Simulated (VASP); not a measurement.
LiHF2, 4 atoms in the cell. The structure is trigonal, space group R-3m (No. 166). Conventional cell: a = 2.972 Å, b = 2.972 Å, c = 13.184 Å, α = 90.00°, β = 90.00°, γ = 120.00°. Within 2.7 Å of Li (site symmetry -3m) lie 6 F at 2.01 Å. Within 1.5 Å of H (site symmetry -3m) lie 2 F at 1.15 Å. Within 1.5 Å of F (site symmetry 3m) lie 1 H at 1.15 Å.  This cell differs from its parent crystal: strain +0.030 along x and y, +0.015 along z.

| Item | Value |
| --- | --- |
| Program | VASP 6.6.1 |
| Task | single point |
| Functional | LDA |
| Potentials or basis | VASP PAW LDA potentials, release 64 (Li_sv, H, F) |
| Cutoff | 520 eV |
| k mesh | 9 × 9 × 9 |
| Occupations | gaussian, width 0.05 eV |
| Spin | no spin polarisation |
| Dipole correction | no |
| Further INCAR settings | ALGO = Normal; EDIFF = 1e-06; NBANDS = 17 |

Potentials or basis: VASP PAW LDA potentials, release 64 (Li_sv, H, F).

Run with:

```console
$ cat potpaw_LDA.64/Li_sv/POTCAR potpaw_LDA.64/H/POTCAR potpaw_LDA.64/F/POTCAR > POTCAR
$ mpirun -np 1 vasp_std > vasp.out
```

Hardware: 1 thread of Intel(R) Xeon(R) Platinum 8488C (Sapphire Rapids), with other jobs on the host.

How long does it take, and how much memory?

Run time: 54 s on 1 thread of Intel(R) Xeon(R) Platinum 8488C (Sapphire Rapids), on a shared host, peak memory 0.18 GiB. Counts: scf iterations 13, k points 85.
